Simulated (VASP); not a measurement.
# SnS2 in VASP: single point with PBEsol+D3(BJ)

Aim: the single point of SnS2 with PBEsol+D3(BJ).

Everything below comes from runs of VASP 6.6.1. Logs are shortened: lines on timing, memory, paths and dates and some standing lists are left out, and cuts for length are marked.

**1. The cell of the first run**

The cell holds a slab with vacuum, 9 atoms: a = 3.676 Å, b = 3.676 Å, c = 33.261 Å, α = 90.00°, β = 90.00°, γ = 120.00°.

**2. Single point, PBEsol+D3(BJ)**

INCAR

```
SYSTEM = SnS2
ALGO     = Normal         ! electronic algorithm
DIPOL    = 0.5 0.5 0.493
EDIFF    = 1E-6           ! SCF threshold, eV
ENCUT    = 520            ! plane-wave cutoff, eV
GGA      = PS             ! functional
IDIPOL   = 3            
ISIF     = 2              ! what is computed and relaxed
ISMEAR   = 0              ! smearing method
IVDW     = 12             ! dispersion correction
LASPH    = .TRUE.         ! aspherical terms in the spheres
LCHARG   = .FALSE.        ! write CHGCAR
LDIPOL   = .TRUE.       
LREAL    = .FALSE.        ! projectors in reciprocal space
LWAVE    = .FALSE.        ! write WAVECAR
NBANDS   = 49             ! bands
NELM     = 80             ! most SCF steps
PREC     = Accurate       ! precision mode
SIGMA    = 0.05           ! smearing width, eV
```

KPOINTS

```
k-points
0
G
  9 9 1
  0 0 0
```

POSCAR

```
SnS2
1.0
    3.6758468809      0.0000000000      0.0000000000
   -1.8379234404      3.1833767793      0.0000000000
    0.0000000000      0.0000000000     33.2610128483
S Sn
6 3
Direct
    0.0000000000      0.0000000000      0.2705870696
    0.3333333333      0.6666666667      0.3584395998
    0.0000000000      0.0000000000      0.4560737299
    0.6666666667      0.3333333333      0.5434157237
    0.0000000000      0.0000000000      0.6209691067
    0.3333333333      0.6666666667      0.7086201227
    0.6666666667      0.3333333333      0.3145185697
    0.3333333333      0.6666666667      0.4996793827
    0.6666666667      0.3333333333      0.6648540666
```

Potentials or basis: VASP PAW PBE potentials, release 64 (S, Sn_d).

Launch:

```sh
cat potpaw_PBE.64/S/POTCAR potpaw_PBE.64/Sn_d/POTCAR > POTCAR
mpirun -np 1 vasp_std > vasp.out
```

OUTCAR:

```text
SYSTEM = SnS2
   EDIFF = 1E-6
   ENCUT = 520
   GGA = PS
   ISIF = 2
   ISMEAR = 0
   IVDW = 12
   LASPH = .TRUE.
   LREAL = .FALSE.
   NELM = 80
   PREC = Accurate
 IVDW          = 12

 ion  position               nearest neighbor table
   1  0.000  0.000  0.271-   7 2.58   7 2.58   7 2.58
   2  0.333  0.667  0.358-   7 2.58   7 2.58   7 2.58
   3  0.000  0.000  0.456-   8 2.57   8 2.57   8 2.57
   4  0.667  0.333  0.543-   8 2.57   8 2.57   8 2.57
   5  0.000  0.000  0.621-   9 2.58   9 2.58   9 2.58
   6  0.333  0.667  0.709-   9 2.57   9 2.57   9 2.57
   7  0.667  0.333  0.315-   2 2.58   2 2.58   2 2.58   1 2.58   1 2.58   1 2.58
   8  0.333  0.667  0.500-   3 2.57   3 2.57   3 2.57   4 2.57   4 2.57   4 2.57
   9  0.667  0.333  0.665-   6 2.57   6 2.57   6 2.57   5 2.58   5 2.58   5 2.58

  LATTYP: Found a hexagonal cell.
 ALAT       =     3.6758468809
 C/A-ratio  =     9.0485305634

  Lattice vectors:

 A1 = (   3.6758468809,   0.0000000000,   0.0000000000)
 A2 = (  -1.8379234404,   3.1833767793,   0.0000000000)
 A3 = (   0.0000000000,   0.0000000000,  33.2610128483)

Analysis of symmetry for initial positions (statically):
=====================================================================
 Subroutine PRICEL returns:
 Original cell was already a primitive cell.

 Routine SETGRP: Setting up the symmetry group for a
 hexagonal supercell.

 Subroutine GETGRP returns: Found  6 space group operations
 (whereof  6 operations were pure point group operations)
 out of a pool of 24 trial point group operations.

The static configuration has the point symmetry C_3v.

Analysis of symmetry for dynamics (positions and initial velocities):
=====================================================================
 Subroutine PRICEL returns:
 Original cell was already a primitive cell.

 Routine SETGRP: Setting up the symmetry group for a
 hexagonal supercell.

 Subroutine GETGRP returns: Found  6 space group operations
 (whereof  6 operations were pure point group operations)
 out of a pool of 24 trial point group operations.

The dynamic configuration has the point symmetry C_3v.

 Subroutine INISYM returns: Found  6 space group operations
 (whereof  6 operations are pure point group operations),
 and found     1 'primitive' translations

----------------------------------------------------------------------------------------

                                     Primitive cell

  volume of cell :     389.2073

  direct lattice vectors                    reciprocal lattice vectors
[... 105 lines left out ...]
   IALGO  =     38    algorithm
   IMIX   =      4    mixing-type and parameters
     AMIX     =   0.40;   BMIX     =  1.00
     AMIX_MAG =   1.60;   BMIX_MAG =  1.00
  volume/ion in A,a.u.               =      43.25       291.83
  Fermi-wavevector in a.u.,A,eV,Ry     =   0.958031  1.810415 12.487736  0.917823
  Thomas-Fermi vector in A             =   2.087102
   LORBIT       =      0    0 simple, 1 ext, 2 COOP (PROOUT), +10 PAW based schemes
   GGA     = PS    functional components
   LHFCALC =     F    Hartree Fock is set to
   AEXX    =    0.0000 exact exchange contribution
   IVDW    =    12    specifies the selected vdW correction
   LEPSILON=     F    determine dielectric tensor
   LRPA    =     F    only Hartree local field effects (RPA)
 non-spin polarized calculation
 Gauss-broadening in eV      SIGMA  =   0.05
  energy-cutoff  :      520.00
  volume of cell :      389.21
 maximum number of plane-waves:     10522
 NGX is ok and might be reduce to    28
   NGX = 13   NGY = 13   NGZ =123

 dipolmoment           0.000000      0.000000      0.000000 electrons x Angstroem

 number of electron      77.9999992 magnetization

 dipolmoment           0.000000      0.000000     -0.002613 electrons x Angstroem

 Free energy of the ion-electron system (eV)
  ---------------------------------------------------
  ext. energy  EPLUGINS =         0.00000000
  ---------------------------------------------------
  free energy    TOTEN  =       -42.73057357 eV

  energy without entropy =      -42.73057357  energy(sigma->0) =      -42.73057357

 E-fermi :  -0.4625     XC(G=0):  -5.4406

 val. band max:       -0.6781982775   @ k =   0.1111   0.1111   0.0000
 cond. band min:       0.5592462645   @ k =   0.4444  -0.0000   0.0000
 fundamental gap:      1.2374445420
 Fermi energy:        -0.4624558979

 k-point     1 :       0.0000    0.0000    0.0000
  band No.  band energies     occupation
      1     -21.5898      2.00000
      2     -21.5898      2.00000
      3     -21.5526      2.00000
      4     -21.5524      2.00000
      5     -21.5524      2.00000
      6     -21.5511      2.00000
[... 613 lines left out ...]
     48       6.0327      0.00000
     49       6.6135      0.00000

------------------------ aborting loop because EDIFF is reached ----------------------------------------

 vacuum level on the upper side and lower side of the slab       (xc-potential included)        -0.129        -0.097

 Edisp (eV)   -2.22049

 E8    (eV) :    -1.4231

  FORCE on cell =-STRESS in cart. coord.  units (eV):
  Direction    XX          YY          ZZ          XY          YZ          ZX
  --------------------------------------------------------------------------------------
  -------------------------------------------------------------------------------------
  Total      -3.07828    -3.07828    -0.56157    -0.00000     0.00000     0.00000
  in kB     -12.67179   -12.67179    -2.31173    -0.00000     0.00000     0.00000
  external pressure =       -9.22 kB  Pullay stress =        0.00 kB

 VOLUME and BASIS-vectors are now :
 -----------------------------------------------------------------------------
  energy-cutoff  :      520.00
  volume of cell :      389.21
      direct lattice vectors                 reciprocal lattice vectors
     3.675846881  0.000000000  0.000000000     0.272046152  0.157065919  0.000000000
    -1.837923440  3.183376779  0.000000000     0.000000000  0.314131838  0.000000000
     0.000000000  0.000000000 33.261012848     0.000000000  0.000000000  0.030065230

 POSITION                                       TOTAL-FORCE (eV/Angst)
 -----------------------------------------------------------------------------------
      0.00000      0.00000      9.00000         0.000000      0.000000      0.020519
     -0.00000      2.12225     11.92206        -0.000000      0.000000      0.080224
      0.00000      0.00000     15.16947        -0.000000      0.000000     -0.175275
      1.83792      1.06113     18.07456         0.000000     -0.000000     -0.000006
      0.00000      0.00000     20.65406        -0.000000      0.000000      0.005121
     -0.00000      2.12225     23.56942         0.000000      0.000000      0.011130
      1.83792      1.06113     10.46121        -0.000000     -0.000000      0.052528
     -0.00000      2.12225     16.61984         0.000000      0.000000     -0.000760
      1.83792      1.06113     22.11372         0.000000     -0.000000      0.006521
 -----------------------------------------------------------------------------------
    total drift:                               -0.000000     -0.000000     -0.000315

  FREE ENERGIE OF THE ION-ELECTRON SYSTEM (eV)
  ---------------------------------------------------
  free  energy   TOTEN  =       -44.9510591005 eV

  energy  without entropy=      -44.9510591005  energy(sigma->0) =      -44.95105910

 vacuum level on the upper side and lower side of the slab         5.723         5.760
```

stdout:

```text
POSCAR found type information on POSCAR S Sn
 POSCAR found :  2 types and       9 ions
 scaLAPACK will be used
 -----------------------------------------------------------------------------
|                                                                             |
|                                                                             |
|     You enforced a specific xc type in the INCAR file but a different       |
|     I HOPE YOU KNOW WHAT YOU ARE DOING!                                     |
|                                                                             |
 -----------------------------------------------------------------------------

 LDA part: xc-table for (Slater+PW92), standard interpolation
 POSCAR, INCAR and KPOINTS ok, starting setup
 FFT: planning ... GRIDC
 FFT: planning ... GRID_SOFT
 FFT: planning ... GRID
 WAVECAR not read
 entering main loop
```

Run time: 12 min. Hardware: 1 thread of AMD EPYC 7R13, shared host; peak memory 0.5 GiB.

Results:

```
Free energy                : -44.9511 eV
Largest force              : 0.175 eV/Å
Band gap on the k mesh     : 1.24 eV, indirect (least direct gap 1.58 eV)
Dispersion energy per atom : -0.247 eV
```

Forces in eV/Å, atoms in the order of the input:
```
S    0.000  0.000  0.021
S    0.000  0.000  0.080
S    0.000  0.000 -0.175
S    0.000  0.000  0.000
S    0.000  0.000  0.005
S    0.000  0.000  0.011
Sn   0.000  0.000  0.053
Sn   0.000  0.000 -0.001
Sn   0.000  0.000  0.007
```

Caveat: the PAW data sets were made with another functional, which shifts forces and pressure a little; spin-orbit coupling is left out, which moves the levels of the heavy elements.
